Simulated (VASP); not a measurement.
# H4CO in VASP: single point with PBE+D3(BJ)

Aim: the single point of H4CO with PBE+D3(BJ).

All numbers are computed with VASP 6.6.1; they aren't measurements. Logs are shortened: lines on timing, memory, paths and dates and some standing lists are left out, and cuts for length are marked.

## Step 1: The cell of the first run

The cell holds a disordered packing, 36 atoms: a = 8.055 Å, b = 8.055 Å, c = 8.055 Å, α = 90.00°, β = 90.00°, γ = 90.00°.

## Step 2: Single point, PBE+D3(BJ)

INCAR

```
SYSTEM = H4CO
PREC     = Accurate       ! precision mode
ENCUT    = 1000           ! plane-wave cutoff, eV
EDIFF    = 1E-6           ! SCF threshold, eV
ISMEAR   = -1             ! smearing method
SIGMA    = 0.02           ! smearing width, eV
LREAL    = Auto         
LASPH    = .True.         ! aspherical terms in the spheres
NELM     = 120            ! most SCF steps
ALGO     = Normal         ! electronic algorithm
ISIF     = 2              ! what is computed and relaxed
LWAVE    = .False.        ! write WAVECAR
LCHARG   = .False.        ! write CHGCAR
GGA      = PE             ! functional
IVDW     = 12             ! dispersion correction
NBANDS   = 66             ! bands
GGA_COMPAT= .False.
```

KPOINTS

```
Automatic mesh
0
Gamma
  1 1 1
  0 0 0
```

POSCAR

```
H4CO
1.0
    8.0548320000      0.0000000000      0.0000000000
    0.0000000000      8.0548320000      0.0000000000
    0.0000000000      0.0000000000      8.0548320000
C O H
6 6 24
Direct
    0.7056542333      0.5885177445      0.5929216268
    0.4645023937      0.2043838394      0.1636215253
    0.0803518598      0.0334068853      0.7176832996
    0.1287891208      0.4931993126      0.3256589477
    0.2891398788      0.4873818226      0.7761516547
    0.9091855768      0.9512702009      0.2857211727
    0.6711615724      0.4165214388      0.5612063213
    0.3285061531      0.0958619803      0.2010460973
    0.0484166741     -0.1363431122      0.7588594494
    0.1365856098      0.5097659053      0.1486663713
    0.2968847023      0.6385484955      0.8701518760
    0.8587304057      0.8158454831      0.1832813618
    0.5914227792      0.6423426044      0.6438822766
    0.7709598617      0.3676550008      0.5146461244
    0.8058619987      0.6056315209      0.6846705865
    0.7387114560      0.6557153632      0.4782324544
    0.4354718898      0.3252853489      0.2185911182
    0.3590240786     -0.0139077451      0.1620017866
    0.5815184661      0.1591955125      0.2180470549
    0.4808276919      0.2205080857      0.0286694327
   -0.0411319875      0.0911975218      0.6921637754
    0.1523226229     -0.1935163884      0.7898380908
    0.1389192127      0.1024938994      0.8207851384
    0.1589945727      0.0472414446      0.6057157040
    0.2305947951      0.5677933029      0.3766243735
    0.0439978089      0.4488797736      0.1016892511
    0.0110240103      0.5427402317      0.3743022516
    0.1461905087      0.3630087482      0.3639092358
    0.2753862702      0.5199445846      0.6446227509
    0.2608804424      0.6091747562      0.9827731985
    0.4032753028      0.4127643301      0.7901844077
    0.1815085037      0.4109689084      0.8124041243
    0.8582182373      0.9286751974      0.4100885800
    0.9208891902      0.8216023608      0.0796066996
    1.0451455713      0.9621455257      0.2960670425
    0.8600710360      1.0709475156      0.2397270377
```

Potentials or basis: VASP PAW PBE potentials, release 64 (C_h, O_h, H_h).

Command:

```
cat potpaw_PBE.64/C_h/POTCAR potpaw_PBE.64/O_h/POTCAR potpaw_PBE.64/H_h/POTCAR > POTCAR
mpirun -np 1 vasp_gam > vasp.out
```

OUTCAR:

```text
SYSTEM = H4CO
   PREC = Accurate
   ENCUT = 1000
   EDIFF = 1E-6
   ISMEAR = -1
   LREAL = Auto
   LASPH = .True.
   NELM = 120
   ISIF = 2
   GGA = PE
   IVDW = 12
 IVDW          = 12

 ion  position               nearest neighbor table
   1  0.706  0.589  0.593-  13 1.10  15 1.10  16 1.10   7 1.44
   2  0.465  0.204  0.164-  17 1.10  19 1.10  20 1.10   8 1.43
   3  0.080  0.033  0.718-  21 1.10  23 1.11  24 1.11   9 1.43
   4  0.129  0.493  0.326-  25 1.10  27 1.10  28 1.10  10 1.43
   5  0.289  0.487  0.776-  29 1.10  32 1.10  31 1.10  11 1.44
   6  0.909  0.951  0.286-  33 1.10  35 1.10  36 1.11  12 1.43
   7  0.671  0.417  0.561-  14 0.97   1 1.44
   8  0.329  0.096  0.201-  18 0.97   2 1.43
   9  0.048  0.864  0.759-  22 0.99   3 1.43
  10  0.137  0.510  0.149-  26 0.97   4 1.43
  11  0.297  0.639  0.870-  30 0.98   5 1.44
  12  0.859  0.816  0.183-  34 0.97   6 1.43
  13  0.591  0.642  0.644-   1 1.10
  14  0.771  0.368  0.515-   7 0.97
  15  0.806  0.606  0.685-   1 1.10
  16  0.739  0.656  0.478-   1 1.10
  17  0.435  0.325  0.219-   2 1.10
  18  0.359  0.986  0.162-   8 0.97
[... 16 lines left out ...]
  35  0.045  0.962  0.296-   6 1.10
  36  0.860  0.071  0.240-   6 1.11

  LATTYP: Found a simple cubic cell.
 ALAT       =     8.0548320000

  Lattice vectors:

 A1 = (   8.0548320000,   0.0000000000,   0.0000000000)
 A2 = (   0.0000000000,   8.0548320000,   0.0000000000)
 A3 = (   0.0000000000,   0.0000000000,   8.0548320000)

Analysis of symmetry for initial positions (statically):
=====================================================================
 Subroutine PRICEL returns:
 Original cell was already a primitive cell.

 Routine SETGRP: Setting up the symmetry group for a
 simple cubic supercell.

 Subroutine GETGRP returns: Found  1 space group operations
 (whereof  1 operations were pure point group operations)
 out of a pool of 48 trial point group operations.

The static configuration has the point symmetry C_1 .

Analysis of symmetry for dynamics (positions and initial velocities):
=====================================================================
 Subroutine PRICEL returns:
 Original cell was already a primitive cell.

 Routine SETGRP: Setting up the symmetry group for a
 simple cubic supercell.

 Subroutine GETGRP returns: Found  1 space group operations
 (whereof  1 operations were pure point group operations)
 out of a pool of 48 trial point group operations.

The dynamic configuration has the point symmetry C_1 .

 Subroutine INISYM returns: Found  1 space group operations
 (whereof  1 operations are pure point group operations),
 and found     1 'primitive' translations

----------------------------------------------------------------------------------------

                                     Primitive cell

  volume of cell :     522.6001

  direct lattice vectors                    reciprocal lattice vectors
     8.054832000  0.000000000  0.000000000     0.124149082  0.000000000  0.000000000
     0.000000000  8.054832000  0.000000000     0.000000000  0.124149082  0.000000000
     0.000000000  0.000000000  8.054832000     0.000000000  0.000000000  0.124149082

  length of vectors
     8.054832000  8.054832000  8.054832000     0.124149082  0.124149082  0.124149082

  position of ions in fractional coordinates (direct lattice)
     0.705654233  0.588517745  0.592921627
     0.464502394  0.204383839  0.163621525
     0.080351860  0.033406885  0.717683300
     0.128789121  0.493199313  0.325658948
     0.289139879  0.487381823  0.776151655
     0.909185577  0.951270201  0.285721173
[... 28 lines left out ...]
     0.045145571  0.962145526  0.296067042
     0.860071036  0.070947516  0.239727038

  ion indices of the primitive-cell ions
   primitive index   ion index
                 1           1
                 2           2
                 3           3
                 4           4
                 5           5
                 6           6
[... 28 lines left out ...]
                35          35
                36          36

----------------------------------------------------------------------------------------

 KPOINTS: Automatic mesh

Automatic generation of k-mesh.
 Grid dimensions read from file:
 generate k-points for:    1    1    1

 Generating k-lattice:

  Cartesian coordinates                     Fractional coordinates (reciprocal lattice)
     0.124149082  0.000000000  0.000000000     1.000000000  0.000000000  0.000000000
     0.000000000  0.124149082  0.000000000     0.000000000  1.000000000  0.000000000
     0.000000000  0.000000000  0.124149082     0.000000000  0.000000000  1.000000000

  Length of vectors
     0.124149082  0.124149082  0.124149082

  Shift w.r.t. Gamma in fractional coordinates (k-lattice)
     0.000000000  0.000000000  0.000000000

 Subroutine IBZKPT returns following result:
 ===========================================

 Found      1 irreducible k-points:

 Following reciprocal coordinates:
            Coordinates               Weight
  0.000000  0.000000  0.000000      1.000000
   k-points           NKPTS =      1   k-points in BZ     NKDIM =      1   number of bands    NBANDS=     66
   number of dos      NEDOS =    301   number of ions     NIONS =     36
   total plane-waves  NPLWV = 592704
   dimension x,y,z NGX =    84 NGY =   84 NGZ =   84
   dimension x,y,z NGXF=   168 NGYF=  168 NGZF=  168
   ions per type =               6   6  24
   NGX,Y,Z   is equivalent  to a cutoff of  17.34, 17.34, 17.34 a.u.
   NGXF,Y,Z  is equivalent  to a cutoff of  34.67, 34.67, 34.67 a.u.
 SYSTEM =  H4CO
   PREC   = accura    normal or accurate (medium, high low for compatibility)
   ISTART =      0    job   : 0-new  1-cont  2-samecut
   ICHARG =      2    charge: 1-file 2-atom 10-const
   ISPIN  =      1    spin polarized calculation?
   LNONCOLLINEAR =      F non collinear calculations
   LSORBIT =      F    spin-orbit coupling
   LASPH  =      T    aspherical Exc in radial PAW
   ENCUT  = 1000.0 eV  73.50 Ry    8.57 a.u.  20.77 20.77 20.77*2*pi/ulx,y,z
   NELM   =    120;   NELMIN=  2; NELMDL= -5     # of ELM steps
   EDIFF  = 0.1E-05   stopping-criterion for ELM
   LREAL  =      T    real-space projection
   EDIFFG = 0.1E-04   stopping-criterion for IOM
   NSW    =      0    number of steps for IOM
   IBRION =     -1    ionic relax: 0-MD 1-quasi-New 2-CG
   NFREE  =      0    steps in history (QN), initial steepest desc. (CG)
   ISIF   =      2    stress and relaxation
   ISYM   =      2    0-nonsym 1-usesym 2-fastsym
   POTIM  = 0.5000    time-step for ionic-motion
   TEBEG  =    0.0;   TEEND  =   0.0 temperature during run
   PSTRESS=    0.0 pullay stress
   NELECT =      84.0000    total number of electrons
   NUPDOWN=      -1.0000    fix difference up-down
   EMIN   =  10.00;   EMAX   =-10.00  energy-range for DOS
   EFERMI =   0.00;   METHOD = LEGACY
   ISMEAR =    -1;   SIGMA  =   0.02  broadening in eV -4-tet -1-fermi 0-gaus
   EFERMI_NEDOS =   21; number of points for ismear=-14 and -15
   IALGO  =     38    algorithm
   IMIX   =      4    mixing-type and parameters
     AMIX     =   0.40;   BMIX     =  1.00
     AMIX_MAG =   1.60;   BMIX_MAG =  1.00
  volume/ion in A,a.u.               =      14.52        97.96
  Fermi-wavevector in a.u.,A,eV,Ry     =   0.890112  1.682068 10.779893  0.792300
  Thomas-Fermi vector in A             =   2.011761
   LORBIT       =      0    0 simple, 1 ext, 2 COOP (PROOUT), +10 PAW based schemes
   GGA     = PE    functional components
   LHFCALC =     F    Hartree Fock is set to
   AEXX    =    0.0000 exact exchange contribution
   IVDW    =    12    specifies the selected vdW correction
   LEPSILON=     F    determine dielectric tensor
   LRPA    =     F    only Hartree local field effects (RPA)
 non-spin polarized calculation
  energy-cutoff  :     1000.00
  volume of cell :      522.60
 maximum number of plane-waves:     18765
 NGX is ok and might be reduce to    84
   NGX = 41   NGY = 41   NGZ = 41

 number of electron      83.9999998 magnetization

 Free energy of the ion-electron system (eV)
  ---------------------------------------------------
  ext. energy  EPLUGINS =         0.00000000
  ---------------------------------------------------
  free energy    TOTEN  =      -182.65766121 eV

  energy without entropy =     -182.65766121  energy(sigma->0) =     -182.65766121

 E-fermi :  -3.1019     XC(G=0):  -5.4429

 val. band max:       -3.6440221700   @ k =   0.0000   0.0000   0.0000
 cond. band min:       0.7803403436   @ k =   0.0000   0.0000   0.0000
 fundamental gap:      4.4243625136
 Fermi energy:        -3.1019156149

 k-point     1 :       0.0000    0.0000    0.0000
  band No.  band energies     occupation
      1     -23.6536      2.00000
      2     -23.0294      2.00000
      3     -23.0076      2.00000
      4     -22.9047      2.00000
      5     -22.8300      2.00000
      6     -22.4866      2.00000
[... 46 lines left out ...]
     53       4.0967      0.00000
     54       4.2733      0.00000
 [bands above 54 left out]

------------------------ aborting loop because EDIFF is reached ----------------------------------------

 Edisp (eV)   -0.93456

 E8    (eV) :    -0.1995

  FORCE on cell =-STRESS in cart. coord.  units (eV):
  Direction    XX          YY          ZZ          XY          YZ          ZX
  --------------------------------------------------------------------------------------
  -------------------------------------------------------------------------------------
  Total      -1.31195    -2.10990    -1.48349     0.20609     0.29228     0.19516
  in kB      -4.02214    -6.46850    -4.54804     0.63184     0.89606     0.59833
  external pressure =       -5.01 kB  Pullay stress =        0.00 kB

 VOLUME and BASIS-vectors are now :
 -----------------------------------------------------------------------------
  energy-cutoff  :     1000.00
  volume of cell :      522.60
      direct lattice vectors                 reciprocal lattice vectors
     8.054832000  0.000000000  0.000000000     0.124149082  0.000000000  0.000000000
     0.000000000  8.054832000  0.000000000     0.000000000  0.124149082  0.000000000
     0.000000000  0.000000000  8.054832000     0.000000000  0.000000000  0.124149082

 POSITION                                       TOTAL-FORCE (eV/Angst)
 -----------------------------------------------------------------------------------
      5.68393      4.74041      4.77588         0.021850      0.027659      0.012054
      3.74149      1.64628      1.31794        -0.016122     -0.002245     -0.000708
      0.64722      0.26909      5.78082        -0.054470     -0.114205     -0.000591
      1.03737      3.97264      2.62313         0.004876      0.030765     -0.000717
      2.32897      3.92578      6.25177         0.055800     -0.005966     -0.012870
      7.32334      7.66232      2.30144        -0.000114     -0.002711     -0.004083
[... 28 lines left out ...]
      0.36364      7.74992      2.38477         0.001375      0.003159     -0.012097
      6.92773      0.57147      1.93096         0.008910      0.005077     -0.001991
 -----------------------------------------------------------------------------------
    total drift:                                0.001791      0.002775      0.000165

  FREE ENERGIE OF THE ION-ELECTRON SYSTEM (eV)
  ---------------------------------------------------
  free  energy   TOTEN  =      -183.5922177261 eV

  energy  without entropy=     -183.5922177261  energy(sigma->0) =     -183.59221773
```

It took 96 s on 1 thread of Intel Xeon 6975P-C (Granite Rapids), shared host; peak memory 1 GiB.

What came out:

```yaml
Free_energy: -183.5922 eV
Pressure: -0.5 GPa
Largest_force: 0.175 eV/Å
Band_gap_on_the_k_mesh: 4.42 eV
Dispersion_energy_per_atom: -0.026 eV
```

Forces in eV/Å, atoms in the order of the input:
```
C    0.022  0.028  0.012
C   -0.016 -0.002 -0.001
C   -0.054 -0.114 -0.001
C    0.005  0.031 -0.001
C    0.056 -0.006 -0.013
C    0.000 -0.003 -0.004
O    0.066 -0.010 -0.015
O    0.029 -0.019 -0.016
O    0.076  0.133  0.083
O   -0.014 -0.040 -0.021
O   -0.055 -0.054 -0.045
O    0.071 -0.006 -0.074
H    0.027  0.005  0.000
H   -0.056 -0.001  0.014
H   -0.024  0.009 -0.044
H   -0.024 -0.015  0.023
H   -0.002 -0.002  0.000
H   -0.018 -0.005 -0.005
H    0.004 -0.003  0.003
H    0.012 -0.001  0.006
H    0.118 -0.043  0.012
H   -0.092  0.015 -0.015
H    0.008 -0.064 -0.005
H   -0.059 -0.059  0.105
H    0.000 -0.014 -0.017
H    0.003  0.036 -0.006
H    0.025  0.005 -0.012
H   -0.005  0.019  0.002
H    0.033  0.018  0.024
H   -0.012  0.030  0.037
H   -0.083  0.076  0.005
H    0.028  0.022 -0.023
H    0.005 -0.002 -0.016
H   -0.083  0.027  0.023
H    0.001  0.003 -0.012
H    0.009  0.005 -0.002
```

Levels at points of the mesh, in eV from the valence-band top:
```tsv
k point	band 39	band 40	band 41	band 42	band 43	band 44	band 45	band 46
(0.00, 0.00, 0.00)	-0.30	-0.17	-0.10	0.00	4.42	5.31	5.63	6.32
```

Caveat: the k points lie up to 0.78 Å⁻¹ apart.
